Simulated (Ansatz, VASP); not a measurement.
TePb in VASP and in Ansatz

INCAR

```
SYSTEM = TePb
PREC     = Accurate       ! precision mode
ENCUT    = 520            ! plane-wave cutoff, eV
EDIFF    = 1E-7           ! SCF threshold, eV
ISMEAR   = 0              ! smearing method
SIGMA    = 0.01           ! smearing width, eV
LREAL    = .FALSE.        ! projectors in reciprocal space
LASPH    = .TRUE.         ! aspherical terms in the spheres
NELM     = 100            ! most SCF steps
ALGO     = Normal         ! electronic algorithm
ISIF     = 2              ! what is computed and relaxed
LWAVE    = .FALSE.        ! write WAVECAR
LCHARG   = .TRUE.         ! write CHGCAR
GGA      = PE             ! functional
LELF     = .TRUE.         ! ELF
LVHAR    = .TRUE.       
NBANDS   = 17             ! bands
```

The input KPOINTS:

```
Automatic mesh
0
G
  5 5 5
  0 0 0
```

File POSCAR:

```
TePb
1.0
    0.0000000000      3.1194962017      3.1194962017
    3.1194962017      0.0000000000      3.1194962017
    3.1194962017      3.1194962017      0.0000000000
Te Pb
1 1
Direct
    0.5000000000      0.5000000000      0.5000000000
    0.0000000000      0.0000000000      0.0000000000
```

Input for Ansatz:

```yaml
crystal:
  lattice:
    - [0.0, 3.1194962016607897, 3.1194962016607897]
    - [3.1194962016607897, 0.0, 3.1194962016607897]
    - [3.1194962016607897, 3.1194962016607897, 0.0]
  atoms:
    - { symbol: Te, position: [0.5, 0.5, 0.5] }
    - { symbol: Pb, position: [0.0, 0.0, 0.0] }
basis:
  ecutwfc: 500.0
kpoints:
  mp_grid:
    grid: [5, 5, 5]
hamiltonian:
  xc: pbe
  pseudopotentials:
    kind: paw
scf:
  convergence:
    dr2_threshold: 1.0e-08
  occupations:
    method: fixed
output:
  stress: true
```

Alike in both runs: task single point; functional PBE; k mesh 5 × 5 × 5; no spin polarisation.

|  | VASP | Ansatz |
| --- | --- | --- |
| version | VASP 6.6.1 | Ansatz 0.2.0 |
| potentials or method | VASP PAW PBE potentials, release 64 (Te, Pb_d), cutoff 520 eV | plane waves, PAW |
| occupations | gaussian, width 0.01 eV | fixed |
| valence electrons in the cell | 20 | 30 |

|  | VASP | Ansatz | Ansatz less VASP |
| --- | --- | --- | --- |
| pressure (GPa) | 8.4 | 8.4 | +0.04 |

VASP's potentials hold 20 valence electrons a cell and Ansatz's 30, so a difference there can come from the potentials and not from the codes. Ansatz's warnings: stress scf threshold loose.

Neither program's run includes spin-orbit coupling.
